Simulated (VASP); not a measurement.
Wanted: the native input for a VASP 6.6.1 run.

| Item | Value |
| --- | --- |
| Task | single point |
| Functional | r2SCAN |
| Potentials or basis | VASP PAW PBE potentials, release 64 (O) |
| Cutoff | 520 eV |
| k mesh | 1 × 1 × 1 |
| Occupations | methfessel-paxton, width 0.05 eV |
| Spin | collinear spin, ferromagnetic start |
| Starting moments | [1.0, 1.0] μB |
| Dipole correction | no |
| Further INCAR settings | ALGO = Normal; EDIFF = 1e-06; NBANDS = 17 |

The system is O2, in a box.

```
CELL_PARAMETERS angstrom
9.00000 0.00000 0.00000
0.00000 9.50000 0.00000
0.00000 0.00000 10.00000
ATOMIC_POSITIONS crystal
O 0.50000 0.50000 0.43973
O 0.50000 0.50000 0.56027
```

One way to write it, as run:

POSCAR

```
O
1.0
    9.0000000000      0.0000000000      0.0000000000
    0.0000000000      9.5000000000      0.0000000000
    0.0000000000      0.0000000000     10.0000000000
O
2
Direct
    0.5000000000      0.5000000000      0.4397335887
    0.5000000000      0.5000000000      0.5602664113
```

INCAR.step1

```
ALGO     = Normal         # electronic algorithm
EDIFF    = 1E-4           # SCF threshold, eV
ENCUT    = 520            # plane-wave cutoff, eV
GGA      = PE             # functional
ISMEAR   = 1              # smearing method
ISPIN    = 2              # spin polarisation
LASPH    = T              # aspherical terms in the spheres
LCHARG   = F              # write CHGCAR
LREAL    = F              # projectors in reciprocal space
LWAVE    = T              # write WAVECAR
MAGMOM   = 1 1            # initial moments
NBANDS   = 17             # bands
NELM     = 150            # most SCF steps
PREC     = Accurate       # precision mode
SIGMA    = 0.05           # smearing width, eV
```

INCAR.step2

```
ALGO     = Normal         # electronic algorithm
EDIFF    = 1E-6           # SCF threshold, eV
ENCUT    = 520            # plane-wave cutoff, eV
ISIF     = 2              # what is computed and relaxed
ISMEAR   = 1              # smearing method
ISPIN    = 2              # spin polarisation
ISTART   = 1            
LASPH    = T              # aspherical terms in the spheres
LCHARG   = T              # write CHGCAR
LELF     = T              # ELF
LMIXTAU  = T            
LORBIT   = 11             # projections on sites
LREAL    = F              # projectors in reciprocal space
LVHAR    = T            
LWAVE    = F              # write WAVECAR
MAGMOM   = 1 1            # initial moments
METAGGA  = R2SCAN         # meta-GGA
NBANDS   = 17             # bands
NELM     = 150            # most SCF steps
PREC     = Accurate       # precision mode
SIGMA    = 0.05           # smearing width, eV
```

KPOINTS

```
k-points
0
Gamma
  1 1 1
```

Potentials or basis: VASP PAW PBE potentials, release 64 (O).

Run with:

```console
$ cat potpaw_PBE.64/O/POTCAR > POTCAR
$ cp INCAR.step1 INCAR
$ mpirun -np 1 vasp_gam > vasp.out
$ cp INCAR.step2 INCAR
$ mpirun -np 1 vasp_gam > vasp.out
```

Results of the run:

```
Largest force                                         : 1.446 eV/Å
Gap between the frontier levels                       : 3.39 eV
Net moment                                            : 2.00 μB per cell
Site moments                                          : O +0.83 μB
Valence electrons inside the program's atomic spheres : O 4.95
```

Caveat: the standard files for N, O and F lose accuracy on very short bonds; the PAW data sets were made with another functional, which shifts forces and pressure a little.

Wall time 6.4 min on 1 thread of Intel(R) Xeon(R) 6975P-C (Granite Rapids), on a shared host, peak memory 1.4 GiB.
